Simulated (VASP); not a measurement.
# AlN in VASP: further runs, part 2 of 3

VASP 6.6.1. Earlier steps stand in the parts before.

## 3. Single point, LDA

Contents of INCAR:

```
  PREC = Accurate
  ENCUT = 600
  EDIFF = 1E-6
  ISMEAR = -1
  SIGMA = 0.01
  LREAL = F
  LASPH = T
  NELM = 120
  ALGO = Normal
  ISIF = 2
  LWAVE = F
  LCHARG = F
  GGA = CA
  NBANDS = 16
  GGA_COMPAT = F
```

Contents of KPOINTS:

```
Automatic mesh
0
Gamma
  10 10 6
```

Contents of POSCAR:

```
AlN
1.0
    3.1297569663      0.0000000289      0.0000000000
   -1.5648785082      2.7104490260      0.0000000000
    0.0000000000      0.0000000000      5.0174032534
Al N
2 2
Direct
    0.6671048056      0.3329323774      0.5000247799
    0.3329323767      0.6671048056      1.0000247801
    0.6639230870      0.3360397301      0.8799752205
    0.3360397294      0.6639230870      0.3799752203
```

Potentials or basis: VASP PAW LDA potentials, release 64 (Al, N).

Run with:

```bash
$ cat potpaw_LDA.64/Al/POTCAR potpaw_LDA.64/N/POTCAR > POTCAR
$ mpirun -np 1 vasp_std > vasp.out
```

OUTCAR:

```text
PREC = Accurate
   ENCUT = 600
   EDIFF = 1E-6
   ISMEAR = -1
   LREAL = F
   LASPH = T
   NELM = 120
   ISIF = 2
   GGA = CA

 ion  position               nearest neighbor table
   1  0.667  0.333  0.500-   4 1.89   3 1.91   4 1.91   4 1.91   2 3.09   2 3.09   2 3.09   2 3.09
                             2 3.09   2 3.09
   2  0.333  0.667  0.000-   3 1.89   4 1.91   3 1.91   3 1.91   1 3.09   1 3.09   1 3.09   1 3.09
                             1 3.09   1 3.09
   3  0.664  0.336  0.880-   2 1.89   1 1.91   2 1.91   2 1.91
   4  0.336  0.664  0.380-   1 1.89   2 1.91   1 1.91   1 1.91

  LATTYP: Found a hexagonal cell.
 ALAT       =     3.1297569663
 C/A-ratio  =     1.6031287117

  Lattice vectors:

 A1 = (   3.1297569663,   0.0000000289,   0.0000000000)
 A2 = (  -1.5648785082,   2.7104490260,   0.0000000000)
 A3 = (   0.0000000000,   0.0000000000,   5.0174032534)

Analysis of symmetry for initial positions (statically):
=====================================================================
 Subroutine PRICEL returns:
 Original cell was already a primitive cell.

 Routine SETGRP: Setting up the symmetry group for a
 hexagonal supercell.

 Subroutine GETGRP returns: Found  2 space group operations
 (whereof  1 operations were pure point group operations)
 out of a pool of 24 trial point group operations.

The static configuration has the point symmetry C_1 .
 The point group associated with its full space group is C_1h.

Analysis of symmetry for dynamics (positions and initial velocities):
=====================================================================
 Subroutine PRICEL returns:
 Original cell was already a primitive cell.

 Routine SETGRP: Setting up the symmetry group for a
 hexagonal supercell.

 Subroutine GETGRP returns: Found  2 space group operations
 (whereof  1 operations were pure point group operations)
 out of a pool of 24 trial point group operations.

The dynamic configuration has the point symmetry C_1 .
 The point group associated with its full space group is C_1h.

 Subroutine INISYM returns: Found  2 space group operations
 (whereof  1 operations are pure point group operations),
 and found     1 'primitive' translations

----------------------------------------------------------------------------------------

                                     Primitive cell

  volume of cell :      42.5629

  direct lattice vectors                    reciprocal lattice vectors
     3.129756966  0.000000029  0.000000000     0.319513625  0.184471282  0.000000000
    -1.564878508  2.710449026  0.000000000    -0.000000003  0.368942557  0.000000000
     0.000000000  0.000000000  5.017403253     0.000000000  0.000000000  0.199306284

  length of vectors
     3.129756966  3.129756966  5.017403253     0.368942557  0.368942557  0.199306284

  position of ions in fractional coordinates (direct lattice)
     0.667104806  0.332932377  0.500024780
     0.332932377  0.667104806  0.000024780
     0.663923087  0.336039730  0.879975221
     0.336039729  0.663923087  0.379975220

  ion indices of the primitive-cell ions
   primitive index   ion index
                 1           1
                 2           2
                 3           3
                 4           4

----------------------------------------------------------------------------------------

 KPOINTS: Automatic mesh

[... 27 lines left out ...]
  0.200000  0.000000  0.000000      4.000000
 -0.200000  0.200000  0.000000      2.000000
  0.300000  0.000000  0.000000      4.000000
[... 16 lines left out ...]
  0.200000  0.200000  0.000000      2.000000
 -0.200000  0.400000  0.000000      4.000000
 [... further k-points ...]
   k-points           NKPTS =    172   k-points in BZ     NKDIM =    172   number of bands    NBANDS=     16
   number of dos      NEDOS =    301   number of ions     NIONS =      4
   total plane-waves  NPLWV =  31360
   dimension x,y,z NGX =    28 NGY =   28 NGZ =   40
   dimension x,y,z NGXF=    56 NGYF=   56 NGZF=   80
   ions per type =               2   2
   NGX,Y,Z   is equivalent  to a cutoff of  14.87, 14.87, 13.25 a.u.
   NGXF,Y,Z  is equivalent  to a cutoff of  29.75, 29.75, 26.51 a.u.
 SYSTEM =  unknown system
   PREC   = accura    normal or accurate (medium, high low for compatibility)
   ISTART =      0    job   : 0-new  1-cont  2-samecut
   ICHARG =      2    charge: 1-file 2-atom 10-const
   ISPIN  =      1    spin polarized calculation?
   LNONCOLLINEAR =      F non collinear calculations
   LSORBIT =      F    spin-orbit coupling
   LASPH  =      T    aspherical Exc in radial PAW
   ENCUT  =  600.0 eV  44.10 Ry    6.64 a.u.   6.25  6.25 10.02*2*pi/ulx,y,z
   NELM   =    120;   NELMIN=  2; NELMDL= -5     # of ELM steps
   EDIFF  = 0.1E-05   stopping-criterion for ELM
   LREAL  =      F    real-space projection
   EDIFFG = 0.1E-04   stopping-criterion for IOM
   NSW    =      0    number of steps for IOM
   IBRION =     -1    ionic relax: 0-MD 1-quasi-New 2-CG
   NFREE  =      0    steps in history (QN), initial steepest desc. (CG)
   ISIF   =      2    stress and relaxation
   ISYM   =      2    0-nonsym 1-usesym 2-fastsym
   POTIM  = 0.5000    time-step for ionic-motion
   TEBEG  =    0.0;   TEEND  =   0.0 temperature during run
   PSTRESS=    0.0 pullay stress
   NELECT =      16.0000    total number of electrons
   NUPDOWN=      -1.0000    fix difference up-down
   EMIN   =  10.00;   EMAX   =-10.00  energy-range for DOS
   EFERMI =   0.00;   METHOD = LEGACY
   ISMEAR =    -1;   SIGMA  =   0.01  broadening in eV -4-tet -1-fermi 0-gaus
   EFERMI_NEDOS =   21; number of points for ismear=-14 and -15
   IALGO  =     38    algorithm
   IMIX   =      4    mixing-type and parameters
     AMIX     =   0.40;   BMIX     =  1.00
     AMIX_MAG =   1.60;   BMIX_MAG =  1.00
  volume/ion in A,a.u.               =      10.64        71.81
  Fermi-wavevector in a.u.,A,eV,Ry     =   1.181511  2.232733 18.993310  1.395969
  Thomas-Fermi vector in A             =   2.317783
   LORBIT       =      0    0 simple, 1 ext, 2 COOP (PROOUT), +10 PAW based schemes
   GGA     = CA    functional components
   LHFCALC =     F    Hartree Fock is set to
   AEXX    =    0.0000 exact exchange contribution
   IVDW    =     0    specifies the selected vdW correction
   LEPSILON=     F    determine dielectric tensor
   LRPA    =     F    only Hartree local field effects (RPA)
 non-spin polarized calculation
  energy-cutoff  :      600.00
  volume of cell :       42.56
 maximum number of plane-waves:      1448
 NGX is ok and might be reduce to    28
   NGX = 13   NGY = 13   NGZ = 21

 number of electron      16.0000000 magnetization

 Free energy of the ion-electron system (eV)
  ---------------------------------------------------
  ext. energy  EPLUGINS =         0.00000000
  ---------------------------------------------------
  free energy    TOTEN  =       -32.80148036 eV

  energy without entropy =      -32.80148036  energy(sigma->0) =      -32.80148036

 E-fermi :   5.8662     XC(G=0): -11.1637

 val. band max:        5.6791295929   @ k =   0.0000   0.0000   0.0000
 cond. band min:       9.7696270482   @ k =   0.0000   0.0000   0.0000
 fundamental gap:      4.0904974553
 Fermi energy:         5.8662411859

 k-point     1 :       0.0000    0.0000    0.0000
  band No.  band energies     occupation
      1      -9.2067      2.00000
      2      -7.0486      2.00000
      3      -0.2675      2.00000
      4       4.8283      2.00000
      5       4.9021      2.00000
      6       5.5058      2.00000
[... 433 lines left out ...]
      3       1.3932      2.00000
      4       1.7690      2.00000
      5       1.9132      2.00000
      6       3.5731      2.00000
[... 8 lines left out ...]
     15      17.6348      0.00000
     16      19.8533      0.00000

 [... further k-points ...]

------------------------ aborting loop because EDIFF is reached ----------------------------------------

  FORCE on cell =-STRESS in cart. coord.  units (eV):
  Direction    XX          YY          ZZ          XY          YZ          ZX
  --------------------------------------------------------------------------------------
  -------------------------------------------------------------------------------------
  Total       -1.9912698     -2.2254772     -1.8210765     -0.2028296     -0.0008587     -0.0004958
  in kB      -74.9565910    -83.7727690    -68.5500717     -7.6350338     -0.0323255     -0.0186632
  external PRESSURE =     -75.7598106 kB  Pullay stress =       0.0000000 kB

 VOLUME and BASIS-vectors are now :
 -----------------------------------------------------------------------------
  energy-cutoff  :      600.00
  volume of cell :       42.56
      direct lattice vectors                 reciprocal lattice vectors
     3.129756966  0.000000029  0.000000000     0.319513625  0.184471282  0.000000000
    -1.564878508  2.710449026  0.000000000    -0.000000003  0.368942557  0.000000000
     0.000000000  0.000000000  5.017403253     0.000000000  0.000000000  0.199306284

 POSITION                                       TOTAL-FORCE (eV/Angst)
 -----------------------------------------------------------------------------------
      1.56688      0.90240      2.50883         0.110297     -0.065459     -0.085903
     -0.00194      1.80815      0.00012        -0.111838      0.062790     -0.085903
      1.55206      0.91082      4.41519         0.177275     -0.100571      0.085903
      0.01276      1.79953      1.90649        -0.175734      0.103239      0.085903
 -----------------------------------------------------------------------------------
    total drift:                                0.000001      0.000000      0.000679

  FREE ENERGIE OF THE ION-ELECTRON SYSTEM (eV)
  ---------------------------------------------------
  free  energy   TOTEN  =       -32.8014803639 eV

  energy  without entropy=      -32.8014803639  energy(sigma->0) =      -32.80148036
```

OSZICAR:

```text
N       E                     dE             d eps       ncg     rms          rms(c)
DAV:   1     0.431318358325E+02    0.43132E+02   -0.79398E+03  5504   0.999E+02
DAV:   2    -0.342006639317E+02   -0.77332E+02   -0.70415E+02  7736   0.186E+02
DAV:   3    -0.377518884408E+02   -0.35512E+01   -0.35392E+01  6840   0.405E+01
DAV:   4    -0.377709902002E+02   -0.19102E-01   -0.19100E-01  6928   0.358E+00
DAV:   5    -0.377711847934E+02   -0.19459E-03   -0.19459E-03  6912   0.353E-01    0.121E+01
DAV:   6    -0.329127618441E+02    0.48584E+01   -0.11436E+01  5848   0.239E+01    0.426E+00
DAV:   7    -0.328631427893E+02    0.49619E-01   -0.49618E-01  6792   0.475E+00    0.277E+00
DAV:   8    -0.328042209263E+02    0.58922E-01   -0.74144E-02  5960   0.228E+00    0.364E-01
DAV:   9    -0.328013682777E+02    0.28526E-02   -0.62242E-03  6968   0.565E-01    0.226E-01
DAV:  10    -0.328015316950E+02   -0.16342E-03   -0.62179E-04  6240   0.160E-01    0.117E-01
DAV:  11    -0.328014809634E+02    0.50732E-04   -0.84808E-05  6752   0.683E-02    0.216E-02
DAV:  12    -0.328014803639E+02    0.59946E-06   -0.16175E-06  5640   0.101E-02
   1 F= -.32801480E+02 E0= -.32801480E+02  d E =-.506959E-11
```

stdout:

```text
POSCAR found type information on POSCAR AlN
 POSCAR found :  2 types and       4 ions
 scaLAPACK will be used
 LDA part: xc-table for (Slater(with rela. corr.)+CA(PZ))
 , standard interpolation
 POSCAR, INCAR and KPOINTS ok, starting setup
 FFT: planning ... GRIDC
 FFT: planning ... GRID_SOFT
 FFT: planning ... GRID
 WAVECAR not read
 entering main loop
```

Run time: 2.3 min. Hardware: 1 thread of Intel Xeon Platinum 8259CL at 2.50GHz (Skylake/Cascade Lake), shared host; peak memory 0.24 GiB.

Results:

| Quantity | Value |
| --- | --- |
| Free energy | -32.8015 eV |
| Pressure | -7.6 GPa |
| Largest force | 0.221 eV/Å |
| Band gap on the k mesh | 4.09 eV |

Forces on the atoms (eV/Å):
```
Al   0.110 -0.065 -0.086
Al  -0.112  0.063 -0.086
N    0.177 -0.101  0.086
N   -0.176  0.103  0.086
```

Stress tensor (GPa, compression positive):
```
-7.50 -0.76  0.00
-0.76 -8.38  0.00
 0.00  0.00 -6.86
```

Caveat: the cell stands under tension. A k mesh can miss the band edges.

(Continued in part 3 of 3.)
